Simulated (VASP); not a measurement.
# Cu in VASP: further runs

The runs below take Cu through single point, with LDA, PBE, PBE+U.

Program: VASP 6.6.1. These are calculated values, not measurements. Logs are shortened: lines on timing, memory, paths and dates and some standing lists are left out, and cuts for length are marked.

### 1 The cell of the first run

The structure is hexagonal, space group P6_3/mmc (No. 194). Conventional cell: a = 2.534 Å, b = 2.534 Å, c = 4.113 Å, α = 90.00°, β = 90.00°, γ = 120.00°. Cu (site symmetry -6m2) has 12 Cu at 2.52 to 2.53 Å within 3.3 Å.

### 2 Single point, LDA

INCAR

```
SYSTEM = Cu
PREC = Accurate
ENCUT = 520
EDIFF = 1E-6
ISMEAR = 0
SIGMA = 0.1
LREAL = .False.
LASPH = .True.
NELM = 100
ALGO = Fast
ISIF = 2
LWAVE = .False.
LCHARG = .True.
LELF = .True.
LVHAR = .True.
NBANDS = 18
NELECT = 21.75
```

KPOINTS

```
Automatic mesh
0
Gamma
  6 6 4
  0 0 0
```

POSCAR

```
Cu
1.0
    2.5340966698      0.0000000000      0.0000000000
   -1.2670483349      2.1945920917      0.0000000000
    0.0000000000      0.0000000000      4.1125710000
Cu
2
Direct
    0.3333333333      0.6666666667      0.2500000000
    0.6666666667      0.3333333333      0.7500000000
```

Potentials or basis: VASP PAW LDA potentials, release 64 (Cu).

Run with:

```console
> cat potpaw_LDA.64/Cu/POTCAR > POTCAR
> mpirun -np 1 vasp_std > vasp.out
```

OUTCAR:

```text
SYSTEM = Cu
   PREC = Accurate
   ENCUT = 520
   EDIFF = 1E-6
   ISMEAR = 0
   LREAL = .False.
   LASPH = .True.
   NELM = 100
   ISIF = 2
   NELECT = 21.75

 ion  position               nearest neighbor table
   1  0.333  0.667  0.250-   2 2.52   2 2.52   2 2.52   2 2.52   2 2.52   2 2.52
   2  0.667  0.333  0.750-   1 2.52   1 2.52   1 2.52   1 2.52   1 2.52   1 2.52

  LATTYP: Found a hexagonal cell.
 ALAT       =     2.5340966698
 C/A-ratio  =     1.6228942838

  Lattice vectors:

 A1 = (   2.5340966698,   0.0000000000,   0.0000000000)
 A2 = (  -1.2670483349,   2.1945920917,   0.0000000000)
 A3 = (   0.0000000000,   0.0000000000,   4.1125710000)

Analysis of symmetry for initial positions (statically):
=====================================================================
 Subroutine PRICEL returns:
 Original cell was already a primitive cell.

 Routine SETGRP: Setting up the symmetry group for a
 hexagonal supercell.

 Subroutine GETGRP returns: Found 24 space group operations
 (whereof 12 operations were pure point group operations)
 out of a pool of 24 trial point group operations.

The static configuration has the point symmetry D_3d.
 The point group associated with its full space group is D_6h.

Analysis of symmetry for dynamics (positions and initial velocities):
=====================================================================
 Subroutine PRICEL returns:
 Original cell was already a primitive cell.

 Routine SETGRP: Setting up the symmetry group for a
 hexagonal supercell.

 Subroutine GETGRP returns: Found 24 space group operations
 (whereof 12 operations were pure point group operations)
 out of a pool of 24 trial point group operations.

The dynamic configuration has the point symmetry D_3d.
 The point group associated with its full space group is D_6h.

 Subroutine INISYM returns: Found 24 space group operations
 (whereof 12 operations are pure point group operations),
 and found     1 'primitive' translations

----------------------------------------------------------------------------------------

                                     Primitive cell

  volume of cell :      22.8713

  direct lattice vectors                    reciprocal lattice vectors
     2.534096670  0.000000000  0.000000000     0.394617937  0.227832772  0.000000000
    -1.267048335  2.194592092  0.000000000     0.000000000  0.455665544  0.000000000
     0.000000000  0.000000000  4.112571000     0.000000000  0.000000000  0.243156896

  length of vectors
     2.534096670  2.534096670  4.112571000     0.455665544  0.455665544  0.243156896

  position of ions in fractional coordinates (direct lattice)
     0.333333333  0.666666667  0.250000000
     0.666666667  0.333333333  0.750000000

  ion indices of the primitive-cell ions
   primitive index   ion index
                 1           1
                 2           2

----------------------------------------------------------------------------------------

 KPOINTS: Automatic mesh

Automatic generation of k-mesh.
 Grid dimensions read from file:
 generate k-points for:    6    6    4

 Generating k-lattice:

  Cartesian coordinates                     Fractional coordinates (reciprocal lattice)
     0.065769656  0.037972129  0.000000000     0.166666667 -0.000000000  0.000000000
     0.000000000  0.075944257  0.000000000     0.000000000  0.166666667  0.000000000
     0.000000000  0.000000000  0.060789224     0.000000000  0.000000000  0.250000000

  Length of vectors
     0.075944257  0.075944257  0.060789224

  Shift w.r.t. Gamma in fractional coordinates (k-lattice)
     0.000000000  0.000000000  0.000000000

 Subroutine IBZKPT returns following result:
 ===========================================

 Found     21 irreducible k-points:

 Following reciprocal coordinates:
            Coordinates               Weight
  0.000000  0.000000  0.000000      1.000000
  0.166667 -0.000000  0.000000      6.000000
  0.333333 -0.000000  0.000000      6.000000
  0.500000 -0.000000  0.000000      3.000000
  0.166667  0.166667  0.000000      6.000000
  0.333333  0.166667  0.000000     12.000000
[... 13 lines left out ...]
  0.333333  0.166667  0.500000     12.000000
  0.333333  0.333333  0.500000      2.000000
   k-points           NKPTS =     21   k-points in BZ     NKDIM =     21   number of bands    NBANDS=     18
   number of dos      NEDOS =    301   number of ions     NIONS =      2
   total plane-waves  NPLWV =  12800
   dimension x,y,z NGX =    20 NGY =   20 NGZ =   32
   dimension x,y,z NGXF=    40 NGYF=   40 NGZF=   64
   ions per type =               2
   NGX,Y,Z   is equivalent  to a cutoff of  13.12, 13.12, 12.94 a.u.
   NGXF,Y,Z  is equivalent  to a cutoff of  26.24, 26.24, 25.87 a.u.
 SYSTEM =  Cu
   PREC   = accura    normal or accurate (medium, high low for compatibility)
   ISTART =      0    job   : 0-new  1-cont  2-samecut
   ICHARG =      2    charge: 1-file 2-atom 10-const
   ISPIN  =      1    spin polarized calculation?
   LNONCOLLINEAR =      F non collinear calculations
   LSORBIT =      F    spin-orbit coupling
   LASPH  =      T    aspherical Exc in radial PAW
   ENCUT  =  520.0 eV  38.22 Ry    6.18 a.u.   4.71  4.71  7.65*2*pi/ulx,y,z
   NELM   =    100;   NELMIN=  2; NELMDL= -5     # of ELM steps
   EDIFF  = 0.1E-05   stopping-criterion for ELM
   LREAL  =      F    real-space projection
   EDIFFG = 0.1E-04   stopping-criterion for IOM
   NSW    =      0    number of steps for IOM
   IBRION =     -1    ionic relax: 0-MD 1-quasi-New 2-CG
   NFREE  =      0    steps in history (QN), initial steepest desc. (CG)
   ISIF   =      2    stress and relaxation
   ISYM   =      2    0-nonsym 1-usesym 2-fastsym
   POTIM  = 0.5000    time-step for ionic-motion
   TEBEG  =    0.0;   TEEND  =   0.0 temperature during run
   PSTRESS=    0.0 pullay stress
   NELECT =      21.7500    total number of electrons
   NUPDOWN=      -1.0000    fix difference up-down
   EMIN   =  10.00;   EMAX   =-10.00  energy-range for DOS
   EFERMI =   0.00;   METHOD = LEGACY
   ISMEAR =     0;   SIGMA  =   0.10  broadening in eV -4-tet -1-fermi 0-gaus
   EFERMI_NEDOS =   21; number of points for ismear=-14 and -15
   IALGO  =     68    algorithm
   IMIX   =      4    mixing-type and parameters
     AMIX     =   0.40;   BMIX     =  1.00
     AMIX_MAG =   1.60;   BMIX_MAG =  1.00
  volume/ion in A,a.u.               =      11.44        77.17
  Fermi-wavevector in a.u.,A,eV,Ry     =   1.609896  3.042262 35.263100  2.591765
  Thomas-Fermi vector in A             =   2.705533
   LORBIT       =      0    0 simple, 1 ext, 2 COOP (PROOUT), +10 PAW based schemes
   GGA     = CA    functional components
   LHFCALC =     F    Hartree Fock is set to
   AEXX    =    0.0000 exact exchange contribution
   IVDW    =     0    specifies the selected vdW correction
   LEPSILON=     F    determine dielectric tensor
   LRPA    =     F    only Hartree local field effects (RPA)
 non-spin polarized calculation
 RMM-DIIS sequential band-by-band and
 Gauss-broadening in eV      SIGMA  =   0.10
  energy-cutoff  :      520.00
  volume of cell :       22.87
 maximum number of plane-waves:       640
 NGX is ok and might be reduce to    20
   NGX =  9   NGY =  9   NGZ = 15

 number of electron      21.7499979 magnetization

 Free energy of the ion-electron system (eV)
  ---------------------------------------------------
  ext. energy  EPLUGINS =         0.00000000
  ---------------------------------------------------
  free energy    TOTEN  =       -11.21187748 eV

  energy without entropy =      -11.20459829  energy(sigma->0) =      -11.20823788

 E-fermi :   7.5024     XC(G=0): -13.1842

 val. band max:        7.3627905174   @ k =   0.3333   0.1667   0.0000
 cond. band min:       7.5738723175   @ k =   0.3333   0.1667   0.2500
 fundamental gap:      0.2110818001
 Fermi energy:         7.5023753755

 k-point     1 :       0.0000    0.0000    0.0000
  band No.  band energies     occupation
      1      -1.7456      2.00000
      2       2.4583      2.00000
      3       4.5442      2.00000
      4       4.5585      2.00000
      5       4.5585      2.00000
      6       4.7775      2.00000
[... 10 lines left out ...]
     17      31.5477      0.00000
     18      31.6803      0.00000

 k-point     2 :       0.1667   -0.0000    0.0000
  band No.  band energies     occupation
      1      -0.8482      2.00000
      2       2.9097      2.00000
      3       4.1941      2.00000
      4       4.4441      2.00000
      5       4.6156      2.00000
      6       4.8789      2.00000
[... 10 lines left out ...]
     17      29.9141      0.00000
     18      31.5639      0.00000

 k-point     3 :       0.3333   -0.0000    0.0000
  band No.  band energies     occupation
      1       1.4311      2.00000
      2       3.1788      2.00000
      3       3.5082      2.00000
      4       4.1345      2.00000
      5       4.6188      2.00000
      6       4.6390      2.00000
[... 10 lines left out ...]
     17      23.6051      0.00000
     18      27.6091      0.00000

 k-point     4 :       0.5000   -0.0000    0.0000
  band No.  band energies     occupation
      1       2.7232      2.00000
      2       2.9352      2.00000
      3       3.2074      2.00000
      4       4.4904      2.00000
      5       4.5991      2.00000
      6       4.6390      2.00000
[... 312 lines left out ...]
      4       3.9454      2.00000
      5       4.3075      2.00000
      6       4.3075      2.00000
[... 10 lines left out ...]
     17      23.2720      0.00000
     18      23.2720      0.00000

 k-point    20 :       0.3333    0.1667    0.5000
  band No.  band energies     occupation
      1       2.9951      2.00000
      2       2.9951      2.00000
      3       3.8814      2.00000
      4       3.8814      2.00000
      5       4.6304      2.00000
      6       4.6304      2.00000
[... 10 lines left out ...]
     17      25.7776      0.00000
     18      25.7776      0.00000

 k-point    21 :       0.3333    0.3333    0.5000
  band No.  band energies     occupation
      1       3.6239      2.00000
      2       3.6239      2.00000
      3       3.7532      2.00000
      4       3.7532      2.00000
      5       4.2724      2.00000
      6       4.2724      2.00000
[... 10 lines left out ...]
     17      28.4409      0.00000
     18      28.4412      0.00000

------------------------ aborting loop because EDIFF is reached ----------------------------------------

  FORCE on cell =-STRESS in cart. coord.  units (eV):
  Direction    XX          YY          ZZ          XY          YZ          ZX
  --------------------------------------------------------------------------------------
  -------------------------------------------------------------------------------------
  Total       -4.4216860     -4.4216860     -3.7555359      0.0000000      0.0000000      0.0000000
  in kB     -309.7476942   -309.7476942   -263.0825881      0.0000000      0.0000000      0.0000000
  external PRESSURE =    -294.1926588 kB  Pullay stress =       0.0000000 kB

 VOLUME and BASIS-vectors are now :
 -----------------------------------------------------------------------------
  energy-cutoff  :      520.00
  volume of cell :       22.87
      direct lattice vectors                 reciprocal lattice vectors
     2.534096670  0.000000000  0.000000000     0.394617937  0.227832772  0.000000000
    -1.267048335  2.194592092  0.000000000     0.000000000  0.455665544  0.000000000
     0.000000000  0.000000000  4.112571000     0.000000000  0.000000000  0.243156896

 POSITION                                       TOTAL-FORCE (eV/Angst)
 -----------------------------------------------------------------------------------
     -0.00000      1.46306      1.02814         0.000000     -0.000000      0.000000
      1.26705      0.73153      3.08443        -0.000000      0.000000      0.000000
 -----------------------------------------------------------------------------------
    total drift:                               -0.000000      0.000000     -0.000000

  FREE ENERGIE OF THE ION-ELECTRON SYSTEM (eV)
  ---------------------------------------------------
  free  energy   TOTEN  =       -11.2118774773 eV

  energy  without entropy=      -11.2045982879  energy(sigma->0) =      -11.20823788
```

It took 19 s on 1 thread of AMD EPYC 7R13, shared host; peak memory 0.1 GiB.

What came out:

* Free energy: -11.2119 eV

Levels at points of the mesh, in eV from the Fermi level:
| k point | band 9 | band 10 | band 11 | band 12 | band 13 | band 14 |
| --- | --- | --- | --- | --- | --- | --- |
| (0.00, 0.00, 0.00) | -2.42 | -1.62 | -1.62 | -0.65 | 4.23 | 22.01 |
| (0.50, 0.00, 0.00) | -1.47 | -1.46 | 0.23 | 1.83 | 8.24 | 8.61 |
| (0.00, 0.00, 0.50) | -1.86 | -1.86 | -1.86 | -1.86 | 13.18 | 13.18 |
| (0.50, 0.00, 0.50) | -1.50 | -1.50 | 0.78 | 0.78 | 5.24 | 5.24 |

Caveat: the k points lie up to 0.48 Å⁻¹ apart; the cell carries a net charge on a neutralising background, which shifts energy and pressure; the cell is charged against a uniform background, so pressure and absolute levels hang on convention.

### 3 Single point, PBE

INCAR

```
  ALGO = Normal
  EDIFF = 1E-7
  ENCUT = 520
  GGA = PE
  ISIF = 2
  ISMEAR = 0
  LASPH = T
  LCHARG = T
  LELF = T
  LREAL = F
  LVHAR = T
  LWAVE = F
  NBANDS = 18
  NELM = 100
  PREC = Accurate
  SIGMA = 0.1
```

KPOINTS

```
k-points
0
Gamma
  6 6 4
```

POSCAR is that of step 2.

Potentials or basis: VASP PAW PBE potentials, release 64 (Cu).

Run with:

```console
> cat potpaw_PBE.64/Cu/POTCAR > POTCAR
> mpirun -np 1 vasp_std > vasp.out
```

Run time: 17 s. Hardware: 1 thread of AMD EPYC 7R13, shared host; peak memory 0.1 GiB.

The run converged. Its results:

```
Free energy            : -7.3580 eV
Pressure               : 8.2 GPa
Band gap on the k mesh : zero (band 11 reaches 12.08 eV, above the bottom of band 12 at 5.99 eV)
```

Stress tensor (GPa, compression positive):
```
8.79 0.00 0.00
0.00 8.79 0.00
0.00 0.00 6.99
```

Levels at points of the mesh, in eV from the Fermi level:
```csv
k point,band 7,band 8,band 9,band 10,band 11,band 12,band 13,band 14,band 15,band 16
"(0.00, 0.00, 0.00)",-2.73,-2.46,-2.46,-1.66,-1.66,-0.93,4.12,21.64,22.21,22.21
"(0.50, 0.00, 0.00)",-2.69,-1.57,-1.51,-1.47,0.09,1.71,8.04,8.48,11.00,11.46
"(0.00, 0.00, 0.50)",-3.01,-3.01,-1.90,-1.90,-1.90,-1.90,12.99,12.99,22.35,22.35
"(0.50, 0.00, 0.50)",-1.85,-1.85,-1.51,-1.51,0.56,0.56,5.11,5.11,16.48,16.48
```

Caveat: the k points lie up to 0.48 Å⁻¹ apart.

[end of part 1 of 2]
